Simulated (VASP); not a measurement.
# Os (P6_3/mmc) in VASP: single point with PBEsol

Aim: the single point of Os with PBEsol.

All numbers are computed with VASP 6.6.1; they aren't measurements. Logs are shortened: lines on timing, memory, paths and dates and some standing lists are left out, and cuts for length are marked.

## (1) The cell of the first run

Symmetry: P6_3/mmc, No. 194, hexagonal system. Conventional cell: a = 2.734 Å, b = 2.734 Å, c = 4.320 Å, α = 90.00°, β = 90.00°, γ = 120.00°. Os (site symmetry -6m2) has 12 Os at 2.68 to 2.73 Å within 3.5 Å.

## (2) Single point, PBEsol

INCAR reads:

```
SYSTEM = Os
  ALGO = Normal
  EDIFF = 1E-7
  ENCUT = 520
  GGA = PS
  ISIF = 2
  ISMEAR = 0
  LASPH = .True.
  LCHARG = .True.
  LELF = .True.
  LREAL = .False.
  LVHAR = .True.
  LWAVE = .False.
  NBANDS = 15
  NELM = 80
  PREC = Accurate
  SIGMA = 0.05
```

KPOINTS reads:

```
k-points
0
Gamma
  18 18 10
  0 0 0
```

POSCAR reads:

```
Os
1.0
    2.7341000000      0.0000000000      0.0000000000
   -1.3670500000      2.3678000600      0.0000000000
    0.0000000000      0.0000000000      4.3197000000
Os
2
Direct
    0.3333333326      0.6666666653      0.2500000000
    0.6666666674      0.3333333347      0.7500000000
```

Potentials or basis: VASP PAW PBE potentials, release 64 (Os).

The run is started by

```bash
$ cat potpaw_PBE.64/Os/POTCAR > POTCAR
$ mpirun -np 1 vasp_std > vasp.out
```

OUTCAR:

```text
SYSTEM = Os
   EDIFF = 1E-7
   ENCUT = 520
   GGA = PS
   ISIF = 2
   ISMEAR = 0
   LASPH = .True.
   LREAL = .False.
   NELM = 80
   PREC = Accurate

 ion  position               nearest neighbor table
   1  0.333  0.667  0.250-   2 2.68   2 2.68   2 2.68   2 2.68   2 2.68   2 2.68
   2  0.667  0.333  0.750-   1 2.68   1 2.68   1 2.68   1 2.68   1 2.68   1 2.68

  LATTYP: Found a hexagonal cell.
 ALAT       =     2.7341000000
 C/A-ratio  =     1.5799348963

  Lattice vectors:

 A1 = (   2.7341000000,   0.0000000000,   0.0000000000)
 A2 = (  -1.3670500000,   2.3678000600,   0.0000000000)
 A3 = (   0.0000000000,   0.0000000000,   4.3197000000)

Analysis of symmetry for initial positions (statically):
=====================================================================
 Subroutine PRICEL returns:
 Original cell was already a primitive cell.

 Routine SETGRP: Setting up the symmetry group for a
 hexagonal supercell.

 Subroutine GETGRP returns: Found 24 space group operations
 (whereof 12 operations were pure point group operations)
 out of a pool of 24 trial point group operations.

The static configuration has the point symmetry D_3d.
 The point group associated with its full space group is D_6h.

Analysis of symmetry for dynamics (positions and initial velocities):
=====================================================================
 Subroutine PRICEL returns:
 Original cell was already a primitive cell.

 Routine SETGRP: Setting up the symmetry group for a
 hexagonal supercell.

 Subroutine GETGRP returns: Found 24 space group operations
 (whereof 12 operations were pure point group operations)
 out of a pool of 24 trial point group operations.

The dynamic configuration has the point symmetry D_3d.
 The point group associated with its full space group is D_6h.

 Subroutine INISYM returns: Found 24 space group operations
 (whereof 12 operations are pure point group operations),
 and found     1 'primitive' translations

----------------------------------------------------------------------------------------

                                     Primitive cell

  volume of cell :      27.9649

  direct lattice vectors                    reciprocal lattice vectors
     2.734100000  0.000000000  0.000000000     0.365751070  0.211166478  0.000000000
    -1.367050000  2.367800060  0.000000000     0.000000000  0.422332957  0.000000000
     0.000000000  0.000000000  4.319700000     0.000000000  0.000000000  0.231497558

  length of vectors
[... 91 lines left out ...]
   TEBEG  =    0.0;   TEEND  =   0.0 temperature during run
   PSTRESS=    0.0 pullay stress
   NELECT =      16.0000    total number of electrons
   NUPDOWN=      -1.0000    fix difference up-down
   EMIN   =  10.00;   EMAX   =-10.00  energy-range for DOS
   EFERMI =   0.00;   METHOD = LEGACY
   ISMEAR =     0;   SIGMA  =   0.05  broadening in eV -4-tet -1-fermi 0-gaus
   EFERMI_NEDOS =   21; number of points for ismear=-14 and -15
   IALGO  =     38    algorithm
   IMIX   =      4    mixing-type and parameters
     AMIX     =   0.40;   BMIX     =  1.00
     AMIX_MAG =   1.60;   BMIX_MAG =  1.00
  volume/ion in A,a.u.               =      13.98        94.36
  Fermi-wavevector in a.u.,A,eV,Ry     =   1.359076  2.568282 25.131161  1.847088
  Thomas-Fermi vector in A             =   2.485855
   LORBIT       =      0    0 simple, 1 ext, 2 COOP (PROOUT), +10 PAW based schemes
   GGA     = PS    functional components
   LHFCALC =     F    Hartree Fock is set to
   AEXX    =    0.0000 exact exchange contribution
   IVDW    =     0    specifies the selected vdW correction
   LEPSILON=     F    determine dielectric tensor
   LRPA    =     F    only Hartree local field effects (RPA)
 non-spin polarized calculation
 Gauss-broadening in eV      SIGMA  =   0.05
  energy-cutoff  :      520.00
  volume of cell :       27.96
 maximum number of plane-waves:       770
   NGX = 11   NGY = 11   NGZ = 17

 number of electron      15.9999998 magnetization

 Free energy of the ion-electron system (eV)
  ---------------------------------------------------
  ext. energy  EPLUGINS =         0.00000000
  ---------------------------------------------------
  free energy    TOTEN  =       -24.48188124 eV

  energy without entropy =      -24.48003875  energy(sigma->0) =      -24.48095999

 E-fermi :   9.3093     XC(G=0): -14.1563

 val. band max:        9.3084877403   @ k =   0.0000   0.0000   0.0000
 cond. band min:       9.3166213460   @ k =   0.4444   0.1111   0.4000
 fundamental gap:      0.0081336057
 Fermi energy:         9.3093321589

 k-point     1 :       0.0000    0.0000    0.0000
  band No.  band energies     occupation
      1      -1.6856      2.00000
      2       1.4842      2.00000
      3       6.2417      2.00000
      4       6.2417      2.00000
      5       6.4987      2.00000
      6       7.0879      2.00000
      7       7.0879      2.00000
      8       7.7467      2.00000
      9       7.7467      2.00000
     10       9.3085      1.01905
     11      11.0068      0.00000
     12      11.0068      0.00000
     13      18.3599      0.00000
     14      23.3491      0.00000
[... 401 lines left out ...]
      2       2.5809      2.00000
      3       2.9226      2.00000
      4       5.6845      2.00000
      5       5.7677      2.00000
      6       6.6755      2.00000
      7       7.3768      2.00000
      8      10.9016      0.00000
      9      11.3357      0.00000
     10      11.8272      0.00000
     11      13.2256      0.00000
     12      16.2417      0.00000
     13      18.7163      0.00000
     14      19.7990      0.00000
     15      21.5661      0.00000

 [... further k-points ...]

------------------------ aborting loop because EDIFF is reached ----------------------------------------

  FORCE on cell =-STRESS in cart. coord.  units (eV):
  Direction    XX          YY          ZZ          XY          YZ          ZX
  --------------------------------------------------------------------------------------
  -------------------------------------------------------------------------------------
  Total       -0.4494156     -0.4494156     -0.3489540      0.0000000     -0.0000000      0.0000000
  in kB      -25.7481337    -25.7481338    -19.9924399      0.0000000     -0.0000000      0.0000000
  external PRESSURE =     -23.8295691 kB  Pullay stress =       0.0000000 kB

 VOLUME and BASIS-vectors are now :
 -----------------------------------------------------------------------------
  energy-cutoff  :      520.00
  volume of cell :       27.96
      direct lattice vectors                 reciprocal lattice vectors
     2.734100000  0.000000000  0.000000000     0.365751070  0.211166478  0.000000000
    -1.367050000  2.367800060  0.000000000     0.000000000  0.422332957  0.000000000
     0.000000000  0.000000000  4.319700000     0.000000000  0.000000000  0.231497558

 POSITION                                       TOTAL-FORCE (eV/Angst)
 -----------------------------------------------------------------------------------
     -0.00000      1.57853      1.07993        -0.000000      0.000000      0.000000
      1.36705      0.78927      3.23977         0.000000     -0.000000      0.000000
 -----------------------------------------------------------------------------------
    total drift:                               -0.000000     -0.000000     -0.000000

  FREE ENERGIE OF THE ION-ELECTRON SYSTEM (eV)
  ---------------------------------------------------
  free  energy   TOTEN  =       -24.4818812368 eV

  energy  without entropy=      -24.4800387519  energy(sigma->0) =      -24.48095999
```

OSZICAR:

```text
N       E                     dE             d eps       ncg     rms          rms(c)
DAV:   1     0.101325838293E+03    0.10133E+03   -0.74876E+03  6660   0.103E+03
DAV:   2    -0.212084285502E+02   -0.12253E+03   -0.10715E+03  6779   0.328E+02
DAV:   3    -0.259997728128E+02   -0.47913E+01   -0.46311E+01  9047   0.568E+01
DAV:   4    -0.260352911026E+02   -0.35518E-01   -0.35464E-01  7164   0.509E+00
DAV:   5    -0.260354775230E+02   -0.18642E-03   -0.18641E-03  9159   0.346E-01    0.243E+01
DAV:   6    -0.248343690392E+02    0.12011E+01   -0.10237E+00  8389   0.861E+00    0.108E+01
DAV:   7    -0.244913330456E+02    0.34304E+00   -0.66736E-01  8571   0.682E+00    0.569E-01
DAV:   8    -0.244848508150E+02    0.64822E-02   -0.67831E-03  6772   0.624E-01    0.349E-01
DAV:   9    -0.244818827876E+02    0.29680E-02   -0.16497E-03  8095   0.420E-01    0.523E-02
DAV:  10    -0.244819022358E+02   -0.19448E-04   -0.60406E-05  8592   0.676E-02    0.118E-02
DAV:  11    -0.244818820306E+02    0.20205E-04   -0.44273E-06  7458   0.222E-02    0.138E-03
DAV:  12    -0.244818813876E+02    0.64303E-06   -0.10661E-07  7283   0.331E-03    0.961E-04
DAV:  13    -0.244818812603E+02    0.12723E-06   -0.82290E-09  4443   0.812E-04    0.306E-04
DAV:  14    -0.244818812368E+02    0.23521E-07   -0.15701E-09  3925   0.450E-04
   1 F= -.24481881E+02 E0= -.24480960E+02  d E =-.184248E-02
```

stdout:

```text
POSCAR found type information on POSCAR Os
 POSCAR found :  1 types and       2 ions
 scaLAPACK will be used
 -----------------------------------------------------------------------------
|                                                                             |
|                                                                             |
|     You enforced a specific xc type in the INCAR file but a different       |
|     I HOPE YOU KNOW WHAT YOU ARE DOING!                                     |
|                                                                             |
 -----------------------------------------------------------------------------

 LDA part: xc-table for (Slater+PW92), standard interpolation
 POSCAR, INCAR and KPOINTS ok, starting setup
 FFT: planning ... GRIDC
 FFT: planning ... GRID_SOFT
 FFT: planning ... GRID
 WAVECAR not read
 entering main loop
```

It took 60 s on 1 thread of Intel Xeon Platinum 8488C (Sapphire Rapids), shared host; peak memory 0.2 GiB.

What came out:

| Property | Result |
| --- | --- |
| Free energy | -24.4819 eV |
| Pressure | -2.4 GPa |
| Band gap on the k mesh | zero (band 8 reaches 11.36 eV, above the bottom of band 9 at 7.41 eV) |

Stress tensor (GPa, compression positive):
```
-2.57  0.00  0.00
 0.00 -2.57  0.00
 0.00  0.00 -2.00
```

Levels at points of the mesh, in eV from the Fermi level:
| k point | band 4 | band 5 | band 6 | band 7 | band 8 | band 9 | band 10 | band 11 | band 12 | band 13 |
| --- | --- | --- | --- | --- | --- | --- | --- | --- | --- | --- |
| (0.00, 0.00, 0.00) | -3.07 | -2.81 | -2.22 | -2.22 | -1.56 | -1.56 | 0.00 | 1.70 | 1.70 | 9.05 |
| (0.50, 0.00, 0.00) | -3.56 | -2.94 | -2.58 | -1.89 | 2.05 | 2.61 | 2.74 | 4.42 | 5.71 | 9.32 |
| (0.00, 0.00, 0.50) | -3.59 | -3.26 | -3.26 | -3.26 | -3.26 | 0.90 | 0.90 | 0.90 | 0.90 | 13.75 |
| (0.50, 0.00, 0.50) | -5.35 | -1.21 | -1.21 | -0.18 | -0.18 | 2.39 | 2.39 | 3.31 | 3.31 | 9.11 |

Caveat: the PAW data sets were made with another functional, which shifts forces and pressure a little; spin-orbit coupling is left out, which moves the levels of the heavy elements.
